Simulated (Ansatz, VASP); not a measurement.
# One calculation of MnO, two programs

The input INCAR:

```
PREC = Accurate
ENCUT = 520
EDIFF = 1E-8
ISMEAR = -1
SIGMA = 0.05
LREAL = F
LASPH = T
NELM = 150
ALGO = Normal
ISIF = 2
LWAVE = F
LCHARG = F
ISPIN = 2
MAGMOM = 4 0
LORBIT = 11
LMAXMIX = 4
GGA = PE
LEFG = T
NBANDS = 20
```

File KPOINTS:

```
Automatic mesh
0
Gamma
  16 16 16
```

POSCAR

```
MnO
1.0
    0.0000000000      2.2070867990      2.2070867990
    2.2070867990      0.0000000000      2.2070867990
    2.2070867990      2.2070867990      0.0000000000
Mn O
1 1
Direct
    0.0000000000      0.0000000000      0.0000000000
    0.5000000000      0.5000000000      0.5000000000
```

Input for Ansatz:

```yaml
crystal:
  lattice:
    - [0.0, 2.207086799, 2.207086799]
    - [2.207086799, 0.0, 2.207086799]
    - [2.207086799, 2.207086799, 0.0]
  atoms:
    - { symbol: Mn, position: [0.0, 0.0, 0.0], spin: 4.0 }
    - { symbol: O, position: [0.5, 0.5, 0.5] }
magnetization:
  spin_polarized: true
kpoints:
  mp_grid: { grid: [16, 16, 16] }
scf:
  occupations: { method: fermi_dirac, width: 0.05 }
hamiltonian:
  xc: pbe
  pseudopotentials: { kind: all_electron, datasets: crystal }
output:
  forces: true
  stress: true
  eigenvalues: true
  efg: { contact_densities: true }
```

Change from the starting cell: volume scaled by 0.98, crystal datasets.

Alike in both runs: task electric field gradients; functional PBE; k mesh 16 × 16 × 16; occupations fermi-dirac, width 0.05 eV; collinear spin.

```csv
,VASP,Ansatz
version,VASP 6.6.1,Ansatz 0.2.0
potentials or method,"VASP PAW PBE potentials, release 64 (Mn_pv, O), cutoff 520 eV","all-electron PAW with datasets made for the crystal, scalar-relativistic"
```

```csv
,VASP,Ansatz,Ansatz less VASP
pressure (GPa),2.3,2.0,-0.25
net moment per atom (μB),2.35,2.35,0.000
size of the moment on the site where the two differ most (μB),4.28,4.00,-0.284
```

Site moments also hang on the region over which each program counts them. Ansatz ran all-electron here, and VASP with PAW potentials.
